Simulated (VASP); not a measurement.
Crystal: Ga3SbAs2.

```xyz
6
Lattice="-1.9887 1.9887 8.4375 1.9887 -1.9887 8.4375 1.9887 1.9887 -8.4375" Properties=species:S:1:pos:R:3 pbc="T T T"
Ga    0.0000    0.0000   14.0625
Ga    0.0000    0.0000    8.4375
Ga    0.0000    0.0000    2.8125
Sb    0.0000    1.9887    4.2187
As    1.9887    0.0000    7.0312
As    1.9887    0.0000    1.4062
```

* Program: VASP 6.6.1
* Task: relaxation of cell and atoms
* Functional: PBE
* Potentials or basis: VASP PAW PBE potentials, release 64 (Ga_d, Sb, As)
* Cutoff: 600 eV
* k mesh: 6 × 6 × 6
* Occupations: gaussian, width 0.1 eV
* Spin: no spin polarisation

At the start: pressure 12.2 GPa; volume 22.25 Å³/atom.

**Question.** How do energy, volume and symmetry change on relaxing?

**Answer.** Over 8 steps the energy falls by 153.5 meV/atom and the volume is 25.89 Å³/atom (+16.4 %); space group I-4m2 (No. 119, to 0.05 Å).

The path:
```
step  energy change (eV)  largest force (eV/Å)  pressure (GPa)  volume (Å³)
   1              0.0000                1.7980           12.20       133.48
   2             -0.7120                0.3380           -3.72       168.94
   3             -0.8587                0.5309           -0.38       156.66
   4             -0.8894                0.3237           -0.20       155.78
   5             -0.9133                0.2319            0.42       153.61
   6             -0.9146                0.2420            0.33       154.00
   7             -0.9208                0.0476           -0.13       155.25
   8             -0.9208                0.0361           -0.18       155.33
```

Final structure:
```xyz
6
Lattice="-2.0949 2.0949 8.8488 2.0949 -2.0949 8.8488 2.0949 2.0949 -8.8488" Properties=species:S:1:pos:R:3 pbc="T T T"
Ga    0.0000    0.0000   14.8892
Ga    0.0000    0.0000    8.8488
Ga    0.0000    0.0000    2.8084
Sb    0.0000    2.0949    4.4244
As    2.0949    0.0000    7.4418
As    2.0949    0.0000    1.4070
```

Caveat: the k points lie up to 0.35 Å⁻¹ apart in the final cell; the volume moved by over 15 % at a fixed basis, so the end points are rough.
